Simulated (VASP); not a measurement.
**LiH3: vibrations by perturbation theory with PBE**

The system is LiH3.

```xyz
4
Lattice="2.7353 0.0000 0.0000 0.0000 2.7353 0.0000 0.0000 0.0000 6.2157" Properties=species:S:1:pos:R:3 pbc="T T T"
Li    0.0000    0.0000    3.1079
H     1.3677    1.3677    0.3752
H     1.3677    1.3677    5.8405
H     1.3677    1.3677    3.1079
```

```json
{
  "Program": "VASP 6.6.1",
  "Task": "vibrations by perturbation theory",
  "Functional": "PBE",
  "Potentials or basis": "VASP PAW PBE potentials, release 64 (Li_sv, H)",
  "Cutoff": "520 eV",
  "k mesh": "12 × 12 × 6",
  "Occupations": "gaussian, width 0.01 eV",
  "Spin": "no spin polarisation",
  "Dipole correction": "no",
  "Further INCAR settings": "ALGO = Normal; EDIFF = 1e-08; IBRION = 8; NSW = 1"
}
```

```json
{
  "Electronic dielectric tensor (diagonal)": "2.21",
  "Born charges (mean of the diagonal)": "Li +0.86; H -0.00, -0.85 (each value once) e",
  "Highest phonon frequency at Γ": "4310 cm⁻¹"
}
```

Phonon frequencies in cm⁻¹ (negative: imaginary):
| q point | frequencies |
| --- | --- |
| (0.000, 0.000, 0.000) | -18 -18 -8 65 65 143 219 219 698 740 740 4310 |

Electronic dielectric tensor:
```
2.21 0.00 0.00
0.00 2.21 0.00
0.00 0.00 2.21
```

Born effective charge tensors (e):
atom 1, Li
```
0.99 0.00 0.00
0.00 0.99 0.00
0.00 0.00 0.58
```
atom 2, H
```
-0.01  0.00  0.00
 0.00 -0.01  0.00
 0.00  0.00  0.02
```
atom 3, H
```
-0.01  0.00  0.00
 0.00 -0.01  0.00
 0.00  0.00  0.02
```
atom 4, H
```
-0.97  0.00  0.00
 0.00 -0.97  0.00
 0.00  0.00 -0.61
```

It took 5.9 min on 1 thread of Intel(R) Xeon(R) 6975P-C (Granite Rapids) (shared host), peak memory 0.34 GiB.

Caveat: some modes are imaginary.
